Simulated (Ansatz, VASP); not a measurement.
**Two plane-wave programs on Ga2Sb2CO**

```xyz
6
Lattice="4.3344 0.0000 0.0000 -2.1672 3.7537 0.0000 0.0000 0.0000 23.3197" Properties=species:S:1:pos:R:3 pbc="T T T"
Sb    0.0000    0.0000    4.0000
Sb    0.0000    2.5025    7.6992
Ga    0.0000    2.5025    4.8848
Ga    2.1672    1.2512    8.4697
O     1.2040    4.5878   11.5697
C     1.2040    4.5878   12.7197
```

Alike in both runs: task single point; functional PBE; dispersion D3(BJ); k mesh 6 × 6 × 1; occupations gaussian, width 0.1 eV; no spin polarisation.

```csv
,VASP,Ansatz
version,VASP 6.6.1,Ansatz 0.2.0
potentials or method,"VASP PAW PBE potentials, release 64 (Sb, Ga_d, O, C), cutoff 520 eV","scalar-relativistic, plane waves, PAW"
valence electrons in the cell,46,66
```

```csv
,VASP,Ansatz,Ansatz less VASP
gap on the k mesh at the Fermi level (eV),0.04,0.04,-0.004
least direct gap on the mesh (eV),0.12,0.13,+0.004
rms of the force components (eV/Å),0.226,0.495,+0.2689
```

One of these differences is far larger than is usual between the two programs; its cause wasn't traced. VASP's potentials hold 46 valence electrons a cell and Ansatz's 66, so a difference there can come from the potentials and not from the codes.

Neither program's run includes spin-orbit coupling. Noted on VASP's run: the standard files for N, O and F lose accuracy on very short bonds.
